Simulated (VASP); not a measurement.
Cu: single point with r2SCAN

Cu:

```
Cu
1.0
     0.00000    2.62455    2.62455
     2.62455    0.00000    2.62455
     2.62455    2.62455    0.00000
Cu
2
Direct
  0.00000 0.00000 0.00000
  0.25000 0.25000 0.25000
```

- Program: VASP 6.6.1
- Task: single point
- Functional: r2SCAN
- Potentials or basis: VASP PAW PBE potentials, release 64 (Cu)
- Cutoff: 520 eV
- k mesh: 18 × 18 × 18
- Occupations: gaussian, width 0.1 eV
- Spin: no spin polarisation
- Dipole correction: no
- Further INCAR settings: ALGO = Normal; EDIFF = 1e-07; NBANDS = 18

```json
{
 "Pressure": "0.3 GPa",
 "Band gap on the k mesh": "zero (band 11 reaches 3.81 eV, above the bottom of band 12 at 2.74 eV)"
}
```

Levels at points of the mesh, in eV from the Fermi level:
```csv
k point,band 9,band 10,band 11,band 12,band 13,band 14
"(0.00, 0.00, 0.00)",-2.07,-1.38,-1.38,10.52,10.52,10.52
"(0.50, 0.00, 0.00)",-1.63,-1.45,-1.45,-0.39,7.61,7.61
"(0.50, 0.50, 0.00)",-1.35,-1.35,0.26,0.26,3.97,3.97
```

Run time: 4.4 min on 1 thread of Intel(R) Xeon(R) Platinum 8488C (Sapphire Rapids) (shared host), peak memory 0.23 GiB.

Caveat: the PAW data sets were made with another functional, which shifts forces and pressure a little.
